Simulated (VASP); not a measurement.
CdH2O2: single point with PBEsol

Crystal: CdH2O2.

```xyz
5
Lattice="3.8903 0.0000 0.0000 -1.9452 3.3691 0.0000 0.0000 0.0000 4.4998" Properties=species:S:1:pos:R:3 pbc="T T T"
Cd    0.0000    2.2461    4.4427
H     0.0000    0.0000    0.0364
H     1.9452    1.1230    1.9434
O     0.0000    0.0000    3.5377
O     1.9452    1.1230    0.9535
```

| Quantity | Value |
| --- | --- |
| Program | VASP 6.6.1 |
| Task | single point |
| Functional | PBEsol |
| Potentials or basis | VASP PAW PBE potentials, release 64 (Cd_sv_GW, H, O) |
| Cutoff | 600 eV |
| k mesh | 6 × 6 × 4 |
| Occupations | gaussian, width 0.01 eV |
| Spin | no spin polarisation |
| Dipole correction | no |
| Second run | valence_matched |
| Further INCAR settings | ALGO = Normal; EDIFF = 1e-06; NBANDS = 25 |

```yaml
Pressure: -7.3 GPa
Largest_force: 0.831 eV/Å
Band_gap_on_the_k_mesh: 1.03 eV, indirect (least direct gap 1.56 eV)
```

Forces in eV/Å, atoms in the order of the input:
```
Cd   0.000  0.000 -0.030
H    0.000  0.000 -0.242
H    0.000  0.000 -0.423
O    0.000  0.000  0.831
O    0.000  0.000 -0.137
```

Stress tensor (GPa, compression positive):
```
-8.13  0.00  0.00
 0.00 -8.13  0.00
 0.00  0.00 -5.73
```

Levels at points of the mesh, in eV from the valence-band top:
```csv
k point,band 15,band 16,band 17,band 18,band 19,band 20
"(0.00, 0.00, 0.00)",-0.87,-0.53,-0.53,1.03,6.04,9.70
"(0.50, 0.00, 0.00)",-2.15,-1.58,0.00,4.94,5.91,8.13
"(0.00, 0.00, 0.50)",-0.98,-0.38,-0.38,2.79,4.64,9.97
"(0.50, 0.00, 0.50)",-1.90,-1.47,-0.27,5.09,6.07,7.88
```

Wall time 60 s on 1 thread of AMD EPYC 7R43 64-Core Processor (Zen 3), on a shared host, peak memory 0.18 GiB.

Caveat: the PAW data sets were made with another functional, which shifts forces and pressure a little. A k mesh can miss the band edges.
